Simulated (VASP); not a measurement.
# Cr (P6_3/mmc) in VASP: notebook, part 2 of 3

VASP 6.6.1.

### Step 3. Single point, LDA, collinear spin, ferromagnetic start

INCAR reads:

```
SYSTEM = Cr
  PREC = Accurate
  ENCUT = 520
  EDIFF = 1E-7
  ISMEAR = -1
  SIGMA = 0.03
  LREAL = .False.
  LASPH = .True.
  NELM = 150
  ALGO = Normal
  ISIF = 2
  LWAVE = .False.
  LCHARG = .False.
  ISPIN = 2
  MAGMOM = 3 3 3 3
  LORBIT = 11
  LMAXMIX = 4
  GGA = CA
  NBANDS = 36
```

KPOINTS reads:

```
Automatic mesh
0
Gamma
  11 11 3
  0 0 0
```

POSCAR reads:

```
Cr
1.0
    2.7140000000      0.0000000000      0.0000000000
    1.3570000000      2.3503929459      0.0000000000
    0.0000000000      0.0000000000      8.8200000000
Cr
4
Direct
    0.6666666666      0.6666666667      0.1250000000
    0.6666666666      0.6666666667      0.6250000000
    0.3333333334      0.3333333333      0.3750000000
    0.3333333334      0.3333333333      0.8750000000
```

Potentials or basis: VASP PAW LDA potentials, release 64 (Cr_pv).

Started as:

```console
$ cat potpaw_LDA.64/Cr_pv/POTCAR > POTCAR
$ mpirun -np 1 vasp_std > vasp.out
```

OUTCAR:

```text
SYSTEM = Cr
   PREC = Accurate
   ENCUT = 520
   EDIFF = 1E-7
   ISMEAR = -1
   LREAL = .False.
   LASPH = .True.
   NELM = 150
   ISIF = 2
   ISPIN = 2
   LORBIT = 11
   GGA = CA

 ion  position               nearest neighbor table
   1  0.667  0.667  0.125-   3 2.71   4 2.71   3 2.71   4 2.71   3 2.71   4 2.71
   2  0.667  0.667  0.625-   3 2.71   4 2.71   3 2.71   4 2.71   3 2.71   4 2.71
   3  0.333  0.333  0.375-   1 2.71   2 2.71   1 2.71   2 2.71   1 2.71   2 2.71
   4  0.333  0.333  0.875-   1 2.71   2 2.71   1 2.71   2 2.71   1 2.71   2 2.71

  LATTYP: Found a hexagonal cell.
 ALAT       =     2.7140000000
 C/A-ratio  =     3.2498157701

  Lattice vectors:

 A1 = (  -1.3570000000,  -2.3503929459,   0.0000000000)
 A2 = (   2.7140000000,   0.0000000000,   0.0000000000)
 A3 = (   0.0000000000,   0.0000000000,   8.8200000000)

Analysis of symmetry for initial positions (statically):
=====================================================================
 Subroutine PRICEL returns following result:

  LATTYP: Found a hexagonal cell.
 ALAT       =     2.7140000000
 C/A-ratio  =     1.6249078850
[... 12 lines left out ...]
 Subroutine GETGRP returns: Found 24 space group operations
 (whereof 12 operations were pure point group operations)
 out of a pool of 24 trial point group operations.

The static configuration has the point symmetry D_3d.
 The point group associated with its full space group is D_6h.

Analysis of symmetry for dynamics (positions and initial velocities):
=====================================================================
 Subroutine PRICEL returns following result:

  LATTYP: Found a hexagonal cell.
 ALAT       =     2.7140000000
 C/A-ratio  =     1.6249078850
[... 12 lines left out ...]
 Subroutine GETGRP returns: Found 24 space group operations
 (whereof 12 operations were pure point group operations)
 out of a pool of 24 trial point group operations.

The dynamic configuration has the point symmetry D_3d.
 The point group associated with its full space group is D_6h.

Analysis of structural, dynamic, and magnetic symmetry:
=====================================================================
 Subroutine PRICEL returns following result:

  LATTYP: Found a hexagonal cell.
 ALAT       =     2.7140000000
 C/A-ratio  =     1.6249078850
[... 12 lines left out ...]
 Subroutine GETGRP returns: Found 24 space group operations
 (whereof 12 operations were pure point group operations)
 out of a pool of 24 trial point group operations.

The overall configuration has the point symmetry D_3d.
 The point group associated with its full space group is D_6h.

 Subroutine INISYM returns: Found 24 space group operations
 (whereof 12 operations are pure point group operations),
 and found     2 'primitive' translations

----------------------------------------------------------------------------------------

                                     Primitive cell

  volume of cell :      28.1312

  direct lattice vectors                    reciprocal lattice vectors
    -1.357000000 -2.350392946  0.000000000     0.000000000 -0.425460773  0.000000000
     2.714000000  0.000000000  0.000000000     0.368459838 -0.212730387  0.000000000
     0.000000000  0.000000000  4.410000000     0.000000000  0.000000000  0.226757370

  length of vectors
     2.714000000  2.714000000  4.410000000     0.425460773  0.425460773  0.226757370

  position of ions in fractional coordinates (direct lattice)
     0.333333333  0.666666667  0.250000000
     0.666666667  0.333333333  0.750000000

  ion indices of the primitive-cell ions
   primitive index   ion index
                 1           1
[... 72 lines left out ...]
   NELM   =    150;   NELMIN=  2; NELMDL= -5     # of ELM steps
   EDIFF  = 0.1E-06   stopping-criterion for ELM
   LREAL  =      F    real-space projection
   EDIFFG = 0.1E-05   stopping-criterion for IOM
   NSW    =      0    number of steps for IOM
   IBRION =     -1    ionic relax: 0-MD 1-quasi-New 2-CG
   NFREE  =      0    steps in history (QN), initial steepest desc. (CG)
   ISIF   =      2    stress and relaxation
   ISYM   =      2    0-nonsym 1-usesym 2-fastsym
   POTIM  = 0.5000    time-step for ionic-motion
   TEBEG  =    0.0;   TEEND  =   0.0 temperature during run
   PSTRESS=    0.0 pullay stress
   NELECT =      48.0000    total number of electrons
   NUPDOWN=      -1.0000    fix difference up-down
   EMIN   =  10.00;   EMAX   =-10.00  energy-range for DOS
   EFERMI =   0.00;   METHOD = LEGACY
   ISMEAR =    -1;   SIGMA  =   0.03  broadening in eV -4-tet -1-fermi 0-gaus
   EFERMI_NEDOS =   21; number of points for ismear=-14 and -15
   IALGO  =     38    algorithm
   IMIX   =      4    mixing-type and parameters
     AMIX     =   0.40;   BMIX     =  1.00
     AMIX_MAG =   1.60;   BMIX_MAG =  1.00
  volume/ion in A,a.u.               =      14.07        94.92
  Fermi-wavevector in a.u.,A,eV,Ry     =   1.552681  2.934142 32.801180  2.410819
  Thomas-Fermi vector in A             =   2.657021
   LORBIT       =     11    0 simple, 1 ext, 2 COOP (PROOUT), +10 PAW based schemes
   GGA     = CA    functional components
   LHFCALC =     F    Hartree Fock is set to
   AEXX    =    0.0000 exact exchange contribution
   IVDW    =     0    specifies the selected vdW correction
   LEPSILON=     F    determine dielectric tensor
   LRPA    =     F    only Hartree local field effects (RPA)
 spin polarized calculation
  energy-cutoff  :      520.00
  volume of cell :       56.26
 maximum number of plane-waves:      1531
   NGX = 11   NGY = 11   NGZ = 33

 number of electron      48.0000000 magnetization      12.0000000

 number of electron      48.0000009 magnetization       1.1214539

 Free energy of the ion-electron system (eV)
  ---------------------------------------------------
  ext. energy  EPLUGINS =         0.00000000
  ---------------------------------------------------
  free energy    TOTEN  =       -38.90396201 eV

  energy without entropy =      -38.87216041  energy(sigma->0) =      -38.88806121

 E-fermi :   8.0394     XC(G=0): -12.8668

 val. band max:        8.0311142914   @ k =   0.3636   0.0909   0.3333
 cond. band min:       8.0440824544   @ k =   0.1818   0.0909   0.3333
 fundamental gap:      0.0129681629
 Fermi energy:         8.0393768069

 spin component 1

 k-point     1 :       0.0000    0.0000    0.0000
  band No.  band energies     occupation
      1     -34.7707      1.00000
      2     -34.5229      1.00000
      3     -34.5229      1.00000
      4     -34.3749      1.00000
      5     -34.3749      1.00000
      6     -34.3407      1.00000
[... 925 lines left out ...]
     35      10.8276      0.00000
     36      12.1772      0.00000

 [... further k-points ...]

 spin component 2

 k-point     1 :       0.0000    0.0000    0.0000
  band No.  band energies     occupation
      1     -34.5388      1.00000
      2     -34.2893      1.00000
      3     -34.2893      1.00000
      4     -34.1335      1.00000
      5     -34.1335      1.00000
      6     -34.0992      1.00000
[... 925 lines left out ...]
     35      11.0341      0.00000
     36      12.3639      0.00000

 [... further k-points ...]
[... 5 lines left out ...]
  --------------------------------------------------------------------------------------
  -------------------------------------------------------------------------------------
  Total      -14.6546489    -14.6546489    -11.7365559     -0.0000000      0.0000000     -0.0000000
  in kB     -417.3179792   -417.3179792   -334.2199354     -0.0000000      0.0000000     -0.0000000
  external PRESSURE =    -389.6186312 kB  Pullay stress =       0.0000000 kB

 VOLUME and BASIS-vectors are now :
 -----------------------------------------------------------------------------
  energy-cutoff  :      520.00
  volume of cell :       56.26
      direct lattice vectors                 reciprocal lattice vectors
     2.714000000  0.000000000  0.000000000     0.368459838 -0.212730387  0.000000000
     1.357000000  2.350392946  0.000000000     0.000000000  0.425460773  0.000000000
     0.000000000  0.000000000  8.820000000     0.000000000  0.000000000  0.113378685

 POSITION                                       TOTAL-FORCE (eV/Angst)
 -----------------------------------------------------------------------------------
      2.71400      1.56693      1.10250         0.000000     -0.000000      0.000000
      2.71400      1.56693      5.51250         0.000000     -0.000000      0.000000
      1.35700      0.78346      3.30750        -0.000000     -0.000000     -0.000000
      1.35700      0.78346      7.71750        -0.000000      0.000000     -0.000000
 -----------------------------------------------------------------------------------
    total drift:                               -0.000000      0.000000     -0.000000

  FREE ENERGIE OF THE ION-ELECTRON SYSTEM (eV)
  ---------------------------------------------------
  free  energy   TOTEN  =       -38.9039620100 eV

  energy  without entropy=      -38.8721604141  energy(sigma->0) =      -38.88806121

 total charge

# of ion       s       p       d       tot
------------------------------------------
    1        0.377   6.272   4.080  10.729
    2        0.377   6.272   4.080  10.729
    3        0.377   6.272   4.080  10.729
    4        0.377   6.272   4.080  10.729
--------------------------------------------------
tot          1.508  25.087  16.321  42.917

 magnetization (x)

# of ion       s       p       d       tot
------------------------------------------
    1        0.001   0.007   0.251   0.259
    2        0.001   0.007   0.251   0.259
    3        0.001   0.007   0.251   0.259
    4        0.001   0.007   0.251   0.259
--------------------------------------------------
tot          0.004   0.029   1.004   1.037
```

stdout:

```text
POSCAR found type information on POSCAR Cr
 POSCAR found :  1 types and       4 ions
 scaLAPACK will be used
 LDA part: xc-table for (Slater(with rela. corr.)+CA(PZ))
 , standard interpolation
 POSCAR, INCAR and KPOINTS ok, starting setup
 FFT: planning ... GRIDC
 FFT: planning ... GRID_SOFT
 FFT: planning ... GRID
 WAVECAR not read
 entering main loop
```

Wall time 6.8 min (1 thread of AMD EPYC 7R13, shared host); peak memory 0.19 GiB.

Results:

```
Free energy                                           : -38.9040 eV
Pressure                                              : -39.0 GPa
Net moment                                            : 1.12 μB per cell
Site moments                                          : Cr +0.26 μB
Valence electrons inside the program's atomic spheres : Cr 10.73
```

Caveat: the cell stands under tension.

### Step 4. Single point, LDA, collinear spin, ferrimagnetic start

INCAR reads:

```
ALGO = Normal
EDIFF = 1E-7
ENCUT = 520
ISIF = 2
ISMEAR = -1
ISPIN = 2
LASPH = T
LCHARG = F
LMAXMIX = 4
LORBIT = 11
LREAL = F
LWAVE = F
MAGMOM = 3 3 3 -3
NBANDS = 36
NELM = 150
PREC = Accurate
SIGMA = 0.03
```

KPOINTS reads:

```
k-points
0
Gamma
  11 11 3
```

POSCAR is that of step 3.

Started as:

```console
$ cat potpaw_LDA.64/Cr_pv/POTCAR > POTCAR
$ mpirun -np 1 vasp_std > vasp.out
```

It took 6.3 min on 1 thread of AMD EPYC 7R13, shared host; peak memory 0.19 GiB.

Results (log left out):

* Free energy: -38.9040 eV
* Pressure: -39.0 GPa
* Net moment: 1.12 μB per cell
* Site moments: Cr +0.26 μB
* Valence electrons inside the program's atomic spheres: Cr 10.73

Stress tensor (GPa, compression positive):
```
-41.73   0.00   0.00
  0.00 -41.73   0.00
  0.00   0.00 -33.43
```

Levels at points of the mesh, in eV from the Fermi level:
Spin up:
```csv
k point,band 20,band 21,band 22,band 23,band 24,band 25,band 26,band 27,band 28,band 29
"(0.00, 0.00, 0.00)",-0.47,-0.47,-0.47,-0.41,-0.41,-0.41,-0.04,-0.04,0.41,0.41
```
Spin down:
```
           k point  band 20  band 21  band 22  band 23  band 24  band 25  band 26  band 27  band 28  band 29
(0.00, 0.00, 0.00)    -0.26    -0.26    -0.26    -0.22    -0.20    -0.20     0.18     0.18     0.64     0.64
```

Caveat: the cell stands under tension.

(Continued in part 3 of 3.)
